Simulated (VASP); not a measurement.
# W (Im-3m) in VASP: settings compared, part 3 of 3

VASP 6.6.1. The steps go on from the part before.

## (6) Single point, HSE06

This run uses another cell than the first one, of 15.85 Å³/atom, 1.064 times its volume.

POSCAR reads:

```
W
1.0
   -1.5823450000      1.5823450000      1.5823450000
    1.5823450000     -1.5823450000      1.5823450000
    1.5823450000      1.5823450000     -1.5823450000
W
1
Direct
    0.0000000000      0.0000000000      0.0000000000
```

INCAR.step1 reads:

```
SYSTEM = W
ALGO     = Normal         ! electronic algorithm
EDIFF    = 1E-5           ! SCF threshold, eV
ENCUT    = 520            ! plane-wave cutoff, eV
GGA      = PE             ! functional
ISIF     = 2              ! what is computed and relaxed
ISMEAR   = 1              ! smearing method
LASPH    = .True.         ! aspherical terms in the spheres
LCHARG   = .False.        ! write CHGCAR
LREAL    = .False.        ! projectors in reciprocal space
LWAVE    = .True.         ! write WAVECAR
NBANDS   = 13             ! bands
NELM     = 80             ! most SCF steps
PREC     = Accurate       ! precision mode
SIGMA    = 0.1            ! smearing width, eV
```

INCAR.step2 reads:

```
SYSTEM = W
ALGO     = Normal         ! electronic algorithm
EDIFF    = 1E-6           ! SCF threshold, eV
ENCUT    = 520            ! plane-wave cutoff, eV
GGA      = PE             ! functional
HFSCREEN = 0.2079         ! screening, 1/A
ISIF     = 2              ! what is computed and relaxed
ISMEAR   = 1              ! smearing method
ISTART   = 1            
LASPH    = .True.         ! aspherical terms in the spheres
LCHARG   = .False.        ! write CHGCAR
LHFCALC  = .True.         ! exact exchange
LREAL    = .False.        ! projectors in reciprocal space
LWAVE    = .False.        ! write WAVECAR
NBANDS   = 13             ! bands
NELM     = 80             ! most SCF steps
PREC     = Accurate       ! precision mode
PRECFOCK = Normal       
SIGMA    = 0.1            ! smearing width, eV
```

KPOINTS reads:

```
k-points
0
Gamma
  6 6 6
  0 0 0
```

Potentials or basis: VASP PAW PBE potentials, release 64 (W_sv).

On the command line:

```bash
> cat potpaw_PBE.64/W_sv/POTCAR > POTCAR
> cp INCAR.step1 INCAR
> mpirun -np 1 vasp_std > vasp.out
> cp INCAR.step2 INCAR
> mpirun -np 1 vasp_std > vasp.out
```

OUTCAR:

```text
SYSTEM = W
   EDIFF = 1E-6
   ENCUT = 520
   GGA = PE
   HFSCREEN = 0.2079
   ISIF = 2
   ISMEAR = 1
   ISTART = 1
   LASPH = .True.
   LHFCALC = .True.
   LREAL = .False.
   NELM = 80
   PREC = Accurate
   PRECFOCK = Normal

 ion  position               nearest neighbor table
   1  0.000  0.000  0.000-

  LATTYP: Found a body centered cubic cell.
 ALAT       =     3.1646900000

  Lattice vectors:

 A1 = (  -1.5823450000,   1.5823450000,   1.5823450000)
 A2 = (   1.5823450000,  -1.5823450000,   1.5823450000)
 A3 = (   1.5823450000,   1.5823450000,  -1.5823450000)

Analysis of symmetry for initial positions (statically):
=====================================================================
 Subroutine PRICEL returns:
 Original cell was already a primitive cell.

 Routine SETGRP: Setting up the symmetry group for a
 body centered cubic supercell.

 Subroutine GETGRP returns: Found 48 space group operations
 (whereof 48 operations were pure point group operations)
 out of a pool of 48 trial point group operations.

The static configuration has the point symmetry O_h .

Analysis of symmetry for dynamics (positions and initial velocities):
=====================================================================
 Subroutine PRICEL returns:
 Original cell was already a primitive cell.

 Routine SETGRP: Setting up the symmetry group for a
 body centered cubic supercell.

 Subroutine GETGRP returns: Found 48 space group operations
 (whereof 48 operations were pure point group operations)
 out of a pool of 48 trial point group operations.

The dynamic configuration has the point symmetry O_h .

 Subroutine INISYM returns: Found 48 space group operations
 (whereof 48 operations are pure point group operations),
 and found     1 'primitive' translations

----------------------------------------------------------------------------------------

                                     Primitive cell

  volume of cell :      15.8476

  direct lattice vectors                    reciprocal lattice vectors
    -1.582345000  1.582345000  1.582345000     0.000000000  0.315986716  0.315986716
     1.582345000 -1.582345000  1.582345000     0.315986716  0.000000000  0.315986716
     1.582345000  1.582345000 -1.582345000     0.315986716  0.315986716  0.000000000

  length of vectors
     2.740701935  2.740701935  2.740701935     0.446872699  0.446872699  0.446872699

  position of ions in fractional coordinates (direct lattice)
     0.000000000  0.000000000  0.000000000

  ion indices of the primitive-cell ions
   primitive index   ion index
                 1           1

----------------------------------------------------------------------------------------

 KPOINTS: k-points

Automatic generation of k-mesh.
 Grid dimensions read from file:
 generate k-points for:    6    6    6

 Generating k-lattice:

  Cartesian coordinates                     Fractional coordinates (reciprocal lattice)
     0.000000000  0.052664453  0.052664453     0.166666667  0.000000000  0.000000000
     0.052664453  0.000000000  0.052664453     0.000000000  0.166666667  0.000000000
     0.052664453  0.052664453  0.000000000     0.000000000  0.000000000  0.166666667
[... 35 lines left out ...]
   ions per type =               1
   NGX,Y,Z   is equivalent  to a cutoff of  12.13, 12.13, 12.13 a.u.
   NGXF,Y,Z  is equivalent  to a cutoff of  24.26, 24.26, 24.26 a.u.
 SYSTEM =  W
   PREC   = accura    normal or accurate (medium, high low for compatibility)
   ISTART =      1    job   : 0-new  1-cont  2-samecut
   ICHARG =      0    charge: 1-file 2-atom 10-const
   ISPIN  =      1    spin polarized calculation?
   LNONCOLLINEAR =      F non collinear calculations
   LSORBIT =      F    spin-orbit coupling
   LASPH  =      T    aspherical Exc in radial PAW
   ENCUT  =  520.0 eV  38.22 Ry    6.18 a.u.   5.10  5.10  5.10*2*pi/ulx,y,z
   NELM   =     80;   NELMIN=  2; NELMDL=  0     # of ELM steps
   EDIFF  = 0.1E-05   stopping-criterion for ELM
   LREAL  =      F    real-space projection
   EDIFFG = 0.1E-04   stopping-criterion for IOM
   NSW    =      0    number of steps for IOM
   IBRION =     -1    ionic relax: 0-MD 1-quasi-New 2-CG
   NFREE  =      0    steps in history (QN), initial steepest desc. (CG)
   ISIF   =      2    stress and relaxation
   ISYM   =      3    0-nonsym 1-usesym 2-fastsym
   POTIM  = 0.5000    time-step for ionic-motion
   TEBEG  =    0.0;   TEEND  =   0.0 temperature during run
   PSTRESS=    0.0 pullay stress
   NELECT =      14.0000    total number of electrons
   NUPDOWN=      -1.0000    fix difference up-down
   EMIN   =  10.00;   EMAX   =-10.00  energy-range for DOS
   EFERMI =   0.00;   METHOD = LEGACY
   ISMEAR =     1;   SIGMA  =   0.10  broadening in eV -4-tet -1-fermi 0-gaus
   EFERMI_NEDOS =   21; number of points for ismear=-14 and -15
   IALGO  =     38    algorithm
   IMIX   =      1    mixing-type and parameters
     AMIX     =   0.40;   BMIX     =  1.00
     AMIX_MAG =   1.60;   BMIX_MAG =  1.00
  volume/ion in A,a.u.               =      15.85       106.94
  Fermi-wavevector in a.u.,A,eV,Ry     =   1.570832  2.968442 33.572544  2.467512
  Thomas-Fermi vector in A             =   2.672506
   LORBIT       =      0    0 simple, 1 ext, 2 COOP (PROOUT), +10 PAW based schemes
   GGA     = PE    functional components
   LHFCALC =     T    Hartree Fock is set to
   PRECFOCK=normal    Normal, Fast or Accurate (Low or Medium for compatibility)
   ENCUT4O =  -1.0   cutoff for four orbital integrals eV
   NKREDX  =     1    reduce k-point grid by
   NKREDY  =     1    reduce k-point grid by
   NKREDZ  =     1    reduce k-point grid by
   AEXX    =    0.2500 exact exchange contribution
   HFSCREEN=    0.2079 screening length (either q_TF or 0.3 A-1)
   HFSCREENC=   0.2079 screening length for correlation (either q_TF or 0.3 A-1)
   ENCUTFOCK=  -1.0 apply spherical cutoff to Coloumb kernel
   IVDW    =     0    specifies the selected vdW correction
   LEPSILON=     F    determine dielectric tensor
   LRPA    =     F    only Hartree local field effects (RPA)
 non-spin polarized calculation
 Methfessel and Paxton  Order N= 1 SIGMA  =   0.10
  energy-cutoff  :      520.00
  volume of cell :       15.85
 maximum number of plane-waves:       438
  NGX = 16; NGY = 16; NGZ = 16

 number of electron      14.0000004 magnetization

 Free energy of the ion-electron system (eV)
  ---------------------------------------------------
  ext. energy  EPLUGINS =         0.00000000
  ---------------------------------------------------
  free energy    TOTEN  =       -15.06766017 eV

  energy without entropy =      -15.06784948  energy(sigma->0) =      -15.06772328

 E-fermi :  11.5803     XC(G=0): -11.0948

 val. band max:       11.2486546134   @ k =   0.1667   0.0000   0.0000
 cond. band min:      11.6633863542   @ k =   0.5000   0.0000   0.0000
 fundamental gap:      0.4147317407
 Fermi energy:        11.5802963685

 k-point     1 :       0.0000    0.0000    0.0000
  band No.  band energies     occupation
      1     -66.9886      2.00000
      2     -28.9908      2.00000
      3     -28.9908      2.00000
      4     -28.9908      2.00000
      5       0.3836      2.00000
      6       9.7346      2.00000
      7       9.7346      2.00000
      8       9.7346      2.00000
      9      14.3236      0.00000
     10      14.3236      0.00000
     11      26.7234      0.00000
     12      26.7234      0.00000
     13      26.7234      0.00000
[... 226 lines left out ...]
  band No.  band energies     occupation
      1     -66.7087      2.00000
      2     -30.0032      2.00000
      3     -30.0031      2.00000
      4     -30.0031      2.00000
      5       4.7436      2.00000
      6       4.7436      2.00000
      7      17.1767      0.00000
      8      17.1767      0.00000
      9      17.1767      0.00000
     10      20.2173      0.00000
     11      20.2173      0.00000
     12      20.2173      0.00000
     13      28.7992      0.00000

------------------------ aborting loop because EDIFF is reached ----------------------------------------

  FORCE on cell =-STRESS in cart. coord.  units (eV):
  Direction    XX          YY          ZZ          XY          YZ          ZX
  --------------------------------------------------------------------------------------
  -------------------------------------------------------------------------------------
  Total       -0.3805039     -0.3805039     -0.3805039     -0.0000000     -0.0000000      0.0000000
  in kB      -38.4685799    -38.4685799    -38.4685799     -0.0000000     -0.0000000      0.0000000
  external PRESSURE =     -38.4685799 kB  Pullay stress =       0.0000000 kB

 VOLUME and BASIS-vectors are now :
 -----------------------------------------------------------------------------
  energy-cutoff  :      520.00
  volume of cell :       15.85
      direct lattice vectors                 reciprocal lattice vectors
    -1.582345000  1.582345000  1.582345000     0.000000000  0.315986716  0.315986716
     1.582345000 -1.582345000  1.582345000     0.315986716  0.000000000  0.315986716
     1.582345000  1.582345000 -1.582345000     0.315986716  0.315986716  0.000000000

 POSITION                                       TOTAL-FORCE (eV/Angst)
 -----------------------------------------------------------------------------------
      0.00000      0.00000      0.00000         0.000000      0.000000      0.000000
 -----------------------------------------------------------------------------------
    total drift:                                0.000000     -0.000000     -0.000002

  FREE ENERGIE OF THE ION-ELECTRON SYSTEM (eV)
  ---------------------------------------------------
  free  energy   TOTEN  =       -15.0676601745 eV

  energy  without entropy=      -15.0678494830  energy(sigma->0) =      -15.06772328
```

Run time: 8.8 min. Hardware: 1 thread of Intel Xeon Platinum 8259CL at 2.50GHz (Skylake/Cascade Lake), shared host; peak memory 0.23 GiB.

Results:

* Free energy: -15.0677 eV
* Pressure: -3.8 GPa
* Band gap on the k mesh: zero (band 7 reaches 17.18 eV, above the bottom of band 8 at 9.73 eV)

Levels at points of the mesh, in eV from the Fermi level:
```csv
k point,band 3,band 4,band 5,band 6,band 7,band 8,band 9,band 10,band 11,band 12
"(0.00, 0.00, 0.00)",-40.57,-40.57,-11.20,-1.85,-1.85,-1.85,2.74,2.74,15.14,15.14
"(0.50, 0.00, 0.00)",-41.04,-40.57,-7.45,-4.48,0.08,2.60,3.66,6.63,11.90,11.99
"(0.50, 0.50, 0.50)",-41.58,-41.58,-6.84,-6.84,5.60,5.60,5.60,8.64,8.64,8.64
```

Caveat: the k points lie up to 0.47 Å⁻¹ apart; the PAW data sets were made with another functional, which shifts forces and pressure a little; spin-orbit coupling is left out, which moves the levels of the heavy elements.

## (7) Summary

| level | potentials or basis | cell | k mesh | smearing | grid for exact exchange (PRECFOCK) | screening parameter | gap on the mesh (eV) | pressure (GPa) |
| --- | --- | --- | --- | --- | --- | --- | --- | --- |
| LDA | VASP PAW LDA potentials, release 64 (W_sv) | a = 2.685 Å, angles 109.5°, 1 atom | 12 × 12 × 12 | fermi-dirac 0.05 eV | - | - | none | 13.7 |
| LDA | VASP PAW LDA potentials, release 64 (W_sv) | a = 2.704 Å, angles 109.5°, 1 atom | 12 × 12 × 12 | fermi-dirac 0.05 eV | - | - | none | 6.0 |
| LDA | VASP PAW LDA potentials, release 64 (W_sv) | a = 2.722 Å, angles 109.5°, 1 atom | 12 × 12 × 12 | fermi-dirac 0.05 eV | - | - | none | -1.0 |
| BHLYP | VASP PAW PBE potentials, release 64 (W_sv) | a = 2.794 Å, angles 109.5°, 1 atom | 6 × 6 × 6 | fermi-dirac 0.05 eV | Normal | - | none | -17.4 |
| HSE06 | VASP PAW PBE potentials, release 64 (W_sv) | a = 2.741 Å, angles 109.5°, 1 atom | 6 × 6 × 6 | methfessel-paxton 0.1 eV | Normal | 0.2079 1/Å | none | -3.8 |

Alike in all rows: task single point; no spin polarisation; cutoff (eV) 520.

Caveats: some runs use coarse meshes; spin-orbit coupling is left out, which moves the levels of the heavy elements; the PAW data sets were made with another functional, which shifts forces and pressure a little (some runs).

Absolute energies hang on the potentials; compare differences alone.
